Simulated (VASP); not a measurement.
The system is Sb.

```
CELL_PARAMETERS angstrom
2.17707 1.25693 3.82988
-2.17707 1.25693 3.82988
0.00000 -2.51386 3.82988
ATOMIC_POSITIONS crystal
Sb 0.26826 0.26826 0.26826
Sb 0.73174 0.73174 0.73174
```

```yaml
Program: VASP 6.6.1
Task: relaxation of cell and atoms
Functional: PBE
Potentials_or_basis: VASP PAW PBE potentials, release 64 (Sb)
Cutoff: 600 eV
k_mesh: 12 × 12 × 12
Occupations: gaussian, width 0.1 eV
Spin: no spin polarisation
```

At the start: pressure 1.1 GPa; volume 31.44 Å³/atom.

Question: How do energy, volume and symmetry change on relaxing?

Answer: Over 9 steps the energy falls by 3.0 meV/atom and the volume is 31.77 Å³/atom (+1.0 %); space group R-3m (No. 166, to 0.1 Å) before and after.

The path:
```csv
step,energy change (eV),largest force (eV/Å),pressure (GPa),volume (Å³)
1,0.0000,0.2236,1.06,62.88
2,-0.0033,0.0408,-0.76,64.79
3,-0.0053,0.0566,-0.09,64.05
4,-0.0056,0.0383,-0.06,63.93
5,-0.0058,0.0044,0.00,63.69
6,-0.0059,0.0008,-0.02,63.67
7,-0.0060,0.0065,-0.05,63.61
8,-0.0059,0.0096,0.08,63.43
9,-0.0060,0.0008,0.00,63.54
```

Final structure:
```xyz
2
Lattice="2.1888 1.2637 3.8285 -2.1888 1.2637 3.8285 0.0000 -2.5274 3.8285" Properties=species:S:1:pos:R:3 pbc="T T T"
Sb    0.0000    0.0000    3.0636
Sb    0.0000    0.0000    8.4219
```
